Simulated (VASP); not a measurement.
# CaGa2 (P6/mmm) in VASP: further runs

The runs below take CaGa2 through single point, relaxation of cell and atoms, with LDA.

Program: VASP 6.6.1. These are calculated values, not measurements. Logs are shortened: lines on timing, memory, paths and dates and some standing lists are left out, and cuts for length are marked.

### 1 The cell of the first run

It takes space group P6/mmm (No. 191, hexagonal). Conventional cell: a = 4.171 Å, b = 4.171 Å, c = 4.221 Å, α = 90.00°, β = 90.00°, γ = 120.00°. Within 4.2 Å of Ca (site symmetry 6/mmm) lie 12 Ga at 3.20 Å and 6 Ca at 4.17 Å. Ga (site symmetry -6m2) has 3 Ga at 2.41 Å within 3.2 Å.

### 2 Single point, LDA

Input file INCAR:

```
PREC = Accurate
ENCUT = 520
EDIFF = 1E-6
ISMEAR = 0
SIGMA = 0.1
LREAL = False
LASPH = True
NELM = 80
ALGO = Normal
ISIF = 2
LWAVE = False
LCHARG = False
GGA = CA
NBANDS = 25
```

Input file KPOINTS:

```
regular mesh
0
Gamma
  5 5 4
```

Input file POSCAR:

```
CaGa2
1.0
    4.1713373545      0.0000000000      0.0000000000
   -2.0856686772      3.6124841167      0.0000000000
    0.0000000000      0.0000000000      4.2214794180
Ca Ga
1 2
Direct
    0.0000000000      0.0000000000      0.0000000000
    0.3333333333      0.6666666667      0.5000000000
    0.6666666667      0.3333333333      0.5000000000
```

Potentials or basis: VASP PAW LDA potentials, release 64 (Ca_sv, Ga_d).

The run is started by

```sh
$ cat potpaw_LDA.64/Ca_sv/POTCAR potpaw_LDA.64/Ga_d/POTCAR > POTCAR
$ mpirun -np 1 vasp_std > vasp.out
```

OUTCAR:

```text
PREC = Accurate
   ENCUT = 520
   EDIFF = 1E-6
   ISMEAR = 0
   LREAL = False
   LASPH = True
   NELM = 80
   ISIF = 2
   GGA = CA

 ion  position               nearest neighbor table
   1  0.000  0.000  0.000-
   2  0.333  0.667  0.500-   3 2.41   3 2.41   3 2.41
   3  0.667  0.333  0.500-   2 2.41   2 2.41   2 2.41

  LATTYP: Found a hexagonal cell.
 ALAT       =     4.1713373545
 C/A-ratio  =     1.0120206205

  Lattice vectors:

 A1 = (   4.1713373545,   0.0000000000,   0.0000000000)
 A2 = (  -2.0856686772,   3.6124841167,   0.0000000000)
 A3 = (   0.0000000000,   0.0000000000,   4.2214794180)

Analysis of symmetry for initial positions (statically):
=====================================================================
 Subroutine PRICEL returns:
 Original cell was already a primitive cell.

 Routine SETGRP: Setting up the symmetry group for a
 hexagonal supercell.

 Subroutine GETGRP returns: Found 24 space group operations
 (whereof 24 operations were pure point group operations)
 out of a pool of 24 trial point group operations.

The static configuration has the point symmetry D_6h.

Analysis of symmetry for dynamics (positions and initial velocities):
=====================================================================
 Subroutine PRICEL returns:
 Original cell was already a primitive cell.

 Routine SETGRP: Setting up the symmetry group for a
 hexagonal supercell.

 Subroutine GETGRP returns: Found 24 space group operations
 (whereof 24 operations were pure point group operations)
 out of a pool of 24 trial point group operations.

The dynamic configuration has the point symmetry D_6h.

 Subroutine INISYM returns: Found 24 space group operations
 (whereof 24 operations are pure point group operations),
 and found     1 'primitive' translations

----------------------------------------------------------------------------------------

                                     Primitive cell

  volume of cell :      63.6130

  direct lattice vectors                    reciprocal lattice vectors
     4.171337355  0.000000000  0.000000000     0.239731270  0.138408913  0.000000000
    -2.085668677  3.612484117  0.000000000     0.000000000  0.276817826  0.000000000
     0.000000000  0.000000000  4.221479418     0.000000000  0.000000000  0.236883780

  length of vectors
     4.171337355  4.171337354  4.221479418     0.276817826  0.276817826  0.236883780

  position of ions in fractional coordinates (direct lattice)
     0.000000000  0.000000000  0.000000000
     0.333333333  0.666666667  0.500000000
     0.666666667  0.333333333  0.500000000

  ion indices of the primitive-cell ions
   primitive index   ion index
                 1           1
                 2           2
                 3           3

----------------------------------------------------------------------------------------

 KPOINTS: regular mesh

Automatic generation of k-mesh.
 Grid dimensions read from file:
 generate k-points for:    5    5    4

 Generating k-lattice:

  Cartesian coordinates                     Fractional coordinates (reciprocal lattice)
     0.047946254  0.027681783  0.000000000     0.200000000  0.000000000  0.000000000
     0.000000000  0.055363565  0.000000000     0.000000000  0.200000000  0.000000000
     0.000000000  0.000000000  0.059220945     0.000000000  0.000000000  0.250000000

  Length of vectors
     0.055363565  0.055363565  0.059220945

  Shift w.r.t. Gamma in fractional coordinates (k-lattice)
     0.000000000  0.000000000  0.000000000

 Subroutine IBZKPT returns following result:
 ===========================================

 Found     15 irreducible k-points:

 Following reciprocal coordinates:
            Coordinates               Weight
  0.000000  0.000000  0.000000      1.000000
  0.200000  0.000000  0.000000      6.000000
  0.400000  0.000000  0.000000      6.000000
  0.200000  0.200000  0.000000      6.000000
  0.400000  0.200000  0.000000      6.000000
  0.000000  0.000000  0.250000      2.000000
  0.200000  0.000000  0.250000     12.000000
  0.400000  0.000000  0.250000     12.000000
  0.200000  0.200000  0.250000     12.000000
  0.400000  0.200000  0.250000     12.000000
  0.000000  0.000000  0.500000      1.000000
  0.200000  0.000000  0.500000      6.000000
  0.400000  0.000000  0.500000      6.000000
  0.200000  0.200000  0.500000      6.000000
  0.400000  0.200000  0.500000      6.000000
   k-points           NKPTS =     15   k-points in BZ     NKDIM =     15   number of bands    NBANDS=     25
   number of dos      NEDOS =    301   number of ions     NIONS =      3
   total plane-waves  NPLWV =  32768
   dimension x,y,z NGX =    32 NGY =   32 NGZ =   32
   dimension x,y,z NGXF=    64 NGYF=   64 NGZF=   64
   ions per type =               1   2
   NGX,Y,Z   is equivalent  to a cutoff of  12.75, 12.75, 12.60 a.u.
   NGXF,Y,Z  is equivalent  to a cutoff of  25.51, 25.51, 25.20 a.u.
 SYSTEM =  unknown system
   PREC   = accura    normal or accurate (medium, high low for compatibility)
   ISTART =      0    job   : 0-new  1-cont  2-samecut
   ICHARG =      2    charge: 1-file 2-atom 10-const
   ISPIN  =      1    spin polarized calculation?
   LNONCOLLINEAR =      F non collinear calculations
   LSORBIT =      F    spin-orbit coupling
   LASPH  =      T    aspherical Exc in radial PAW
   ENCUT  =  520.0 eV  38.22 Ry    6.18 a.u.   7.76  7.76  7.85*2*pi/ulx,y,z
   NELM   =     80;   NELMIN=  2; NELMDL= -5     # of ELM steps
   EDIFF  = 0.1E-05   stopping-criterion for ELM
   LREAL  =      F    real-space projection
   EDIFFG = 0.1E-04   stopping-criterion for IOM
   NSW    =      0    number of steps for IOM
   IBRION =     -1    ionic relax: 0-MD 1-quasi-New 2-CG
   NFREE  =      0    steps in history (QN), initial steepest desc. (CG)
   ISIF   =      2    stress and relaxation
   ISYM   =      2    0-nonsym 1-usesym 2-fastsym
   POTIM  = 0.5000    time-step for ionic-motion
   TEBEG  =    0.0;   TEEND  =   0.0 temperature during run
   PSTRESS=    0.0 pullay stress
   NELECT =      36.0000    total number of electrons
   NUPDOWN=      -1.0000    fix difference up-down
   EMIN   =  10.00;   EMAX   =-10.00  energy-range for DOS
   EFERMI =   0.00;   METHOD = LEGACY
   ISMEAR =     0;   SIGMA  =   0.10  broadening in eV -4-tet -1-fermi 0-gaus
   EFERMI_NEDOS =   21; number of points for ismear=-14 and -15
   IALGO  =     38    algorithm
   IMIX   =      4    mixing-type and parameters
     AMIX     =   0.40;   BMIX     =  1.00
     AMIX_MAG =   1.60;   BMIX_MAG =  1.00
  volume/ion in A,a.u.               =      21.20       143.09
  Fermi-wavevector in a.u.,A,eV,Ry     =   1.354130  2.558935 24.948568  1.833668
  Thomas-Fermi vector in A             =   2.481327
   LORBIT       =      0    0 simple, 1 ext, 2 COOP (PROOUT), +10 PAW based schemes
   GGA     = CA    functional components
   LHFCALC =     F    Hartree Fock is set to
   AEXX    =    0.0000 exact exchange contribution
   IVDW    =     0    specifies the selected vdW correction
   LEPSILON=     F    determine dielectric tensor
   LRPA    =     F    only Hartree local field effects (RPA)
 non-spin polarized calculation
 Gauss-broadening in eV      SIGMA  =   0.10
  energy-cutoff  :      520.00
  volume of cell :       63.61
 maximum number of plane-waves:      1732
 NGX is ok and might be reduce to    32
   NGX = 15   NGY = 15   NGZ = 15

 number of electron      35.9999977 magnetization

 Free energy of the ion-electron system (eV)
  ---------------------------------------------------
  ext. energy  EPLUGINS =         0.00000000
  ---------------------------------------------------
  free energy    TOTEN  =       -10.99896773 eV

  energy without entropy =      -10.99044253  energy(sigma->0) =      -10.99470513

 E-fermi :   4.4442     XC(G=0): -10.5423

 val. band max:        4.3749152825   @ k =   0.4000   0.0000   0.0000
 cond. band min:       4.5139387336   @ k =   0.4000   0.2000   0.2500
 fundamental gap:      0.1390234512
 Fermi energy:         4.4442483751

 k-point     1 :       0.0000    0.0000    0.0000
  band No.  band energies     occupation
      1     -35.9972      2.00000
      2     -17.3422      2.00000
      3     -17.2976      2.00000
      4     -17.2976      2.00000
      5     -10.5494      2.00000
      6     -10.4235      2.00000
[... 17 lines left out ...]
     24       8.4866      0.00000
     25       9.2986      0.00000

 k-point     2 :       0.2000    0.0000    0.0000
  band No.  band energies     occupation
      1     -35.9956      2.00000
      2     -17.3393      2.00000
      3     -17.3237      2.00000
      4     -17.3033      2.00000
      5     -10.5615      2.00000
      6     -10.5152      2.00000
[... 17 lines left out ...]
     24       8.5090      0.00000
     25       9.4557      0.00000

 k-point     3 :       0.4000    0.0000    0.0000
  band No.  band energies     occupation
      1     -35.9930      2.00000
      2     -17.3653      2.00000
      3     -17.3345      2.00000
      4     -17.3125      2.00000
      5     -10.6355      2.00000
      6     -10.5988      2.00000
[... 17 lines left out ...]
     24       8.7209      0.00000
     25      10.0469      0.00000

 k-point     4 :       0.2000    0.2000    0.0000
  band No.  band energies     occupation
      1     -35.9935      2.00000
      2     -17.3505      2.00000
      3     -17.3354      2.00000
      4     -17.3177      2.00000
      5     -10.6539      2.00000
      6     -10.5302      2.00000
[... 17 lines left out ...]
     24       9.4823      0.00000
     25       9.7773      0.00000

 k-point     5 :       0.4000    0.2000    0.0000
  band No.  band energies     occupation
      1     -35.9921      2.00000
      2     -17.3630      2.00000
      3     -17.3330      2.00000
      4     -17.3304      2.00000
      5     -10.7072      2.00000
      6     -10.5431      2.00000
[... 17 lines left out ...]
     24       9.8537      0.00000
     25      10.2321      0.00000

 k-point     6 :       0.0000    0.0000    0.2500
  band No.  band energies     occupation
      1     -35.9961      2.00000
      2     -17.3718      2.00000
      3     -17.2954      2.00000
      4     -17.2954      2.00000
      5     -10.5433      2.00000
      6     -10.4233      2.00000
[... 17 lines left out ...]
     24       8.3642      0.00000
     25      10.7245      0.00000

 k-point     7 :       0.2000    0.0000    0.2500
  band No.  band energies     occupation
      1     -35.9945      2.00000
      2     -17.3669      2.00000
      3     -17.3202      2.00000
      4     -17.3012      2.00000
      5     -10.5597      2.00000
      6     -10.5155      2.00000
[... 17 lines left out ...]
     24       9.0418      0.00000
     25       9.7922      0.00000

 k-point     8 :       0.4000    0.0000    0.2500
  band No.  band energies     occupation
      1     -35.9919      2.00000
      2     -17.3610      2.00000
      3     -17.3578      2.00000
      4     -17.3107      2.00000
      5     -10.6338      2.00000
      6     -10.5991      2.00000
[... 17 lines left out ...]
     24       9.3391      0.00000
     25      10.3370      0.00000

 k-point     9 :       0.2000    0.2000    0.2500
  band No.  band energies     occupation
      1     -35.9924      2.00000
      2     -17.3606      2.00000
      3     -17.3458      2.00000
      4     -17.3154      2.00000
      5     -10.6527      2.00000
      6     -10.5302      2.00000
[... 17 lines left out ...]
     24       9.3350      0.00000
     25      10.6658      0.00000

 k-point    10 :       0.4000    0.2000    0.2500
  band No.  band energies     occupation
      1     -35.9911      2.00000
      2     -17.3583      2.00000
      3     -17.3563      2.00000
      4     -17.3278      2.00000
      5     -10.7045      2.00000
      6     -10.5426      2.00000
[... 17 lines left out ...]
     24       9.6298      0.00000
     25      10.0719      0.00000

 k-point    11 :       0.0000    0.0000    0.5000
  band No.  band energies     occupation
      1     -35.9950      2.00000
      2     -17.4011      2.00000
      3     -17.2931      2.00000
      4     -17.2931      2.00000
      5     -10.5373      2.00000
      6     -10.4229      2.00000
[... 17 lines left out ...]
     24       8.3860      0.00000
     25       9.4789      0.00000

 k-point    12 :       0.2000    0.0000    0.5000
  band No.  band energies     occupation
      1     -35.9934      2.00000
      2     -17.3941      2.00000
      3     -17.3169      2.00000
      4     -17.2992      2.00000
      5     -10.5580      2.00000
      6     -10.5157      2.00000
[... 17 lines left out ...]
     24      10.0207      0.00000
     25      10.7389      0.00000

 k-point    13 :       0.4000    0.0000    0.5000
  band No.  band energies     occupation
      1     -35.9909      2.00000
      2     -17.3827      2.00000
      3     -17.3550      2.00000
      4     -17.3090      2.00000
      5     -10.6321      2.00000
      6     -10.5994      2.00000
[... 17 lines left out ...]
     24       9.6162      0.00000
     25       9.8346      0.00000

 k-point    14 :       0.2000    0.2000    0.5000
  band No.  band energies     occupation
      1     -35.9913      2.00000
      2     -17.3849      2.00000
      3     -17.3417      2.00000
      4     -17.3132      2.00000
      5     -10.6515      2.00000
      6     -10.5301      2.00000
[... 17 lines left out ...]
     24       9.5995      0.00000
     25       9.8343      0.00000

 k-point    15 :       0.4000    0.2000    0.5000
  band No.  band energies     occupation
      1     -35.9901      2.00000
      2     -17.3793      2.00000
      3     -17.3536      2.00000
      4     -17.3252      2.00000
      5     -10.7017      2.00000
      6     -10.5422      2.00000
[... 17 lines left out ...]
     24       9.2831      0.00000
     25       9.8956      0.00000

------------------------ aborting loop because EDIFF is reached ----------------------------------------

  FORCE on cell =-STRESS in cart. coord.  units (eV):
  Direction    XX          YY          ZZ          XY          YZ          ZX
  --------------------------------------------------------------------------------------
  -------------------------------------------------------------------------------------
  Total        0.1606287      0.1606287      0.0649536      0.0000000      0.0000000      0.0000000
  in kB        4.0456454      4.0456454      1.6359420      0.0000000      0.0000000      0.0000000
  external PRESSURE =       3.2424109 kB  Pullay stress =       0.0000000 kB

 VOLUME and BASIS-vectors are now :
 -----------------------------------------------------------------------------
  energy-cutoff  :      520.00
  volume of cell :       63.61
      direct lattice vectors                 reciprocal lattice vectors
     4.171337355  0.000000000  0.000000000     0.239731270  0.138408913  0.000000000
    -2.085668677  3.612484117  0.000000000     0.000000000  0.276817826  0.000000000
     0.000000000  0.000000000  4.221479418     0.000000000  0.000000000  0.236883780

 POSITION                                       TOTAL-FORCE (eV/Angst)
 -----------------------------------------------------------------------------------
      0.00000      0.00000      0.00000         0.000000      0.000000      0.000000
     -0.00000      2.40832      2.11074        -0.000000      0.000000      0.000000
      2.08567      1.20416      2.11074         0.000000     -0.000000      0.000000
 -----------------------------------------------------------------------------------
    total drift:                               -0.000000      0.000000     -0.000000

  FREE ENERGIE OF THE ION-ELECTRON SYSTEM (eV)
  ---------------------------------------------------
  free  energy   TOTEN  =       -10.9989677342 eV

  energy  without entropy=      -10.9904425311  energy(sigma->0) =      -10.99470513
```

It took 43 s on 1 thread of AMD EPYC 7R13, shared host; peak memory 0.13 GiB.

Results:

| Property | Result |
| --- | --- |
| Free energy | -10.9990 eV |
| Pressure | 0.3 GPa |
| Band gap on the k mesh | zero (band 18 reaches 5.42 eV, above the bottom of band 19 at 3.56 eV) |

Caveat: the k points lie up to 0.37 Å⁻¹ apart.

(Part 1 of 2 ends here.)
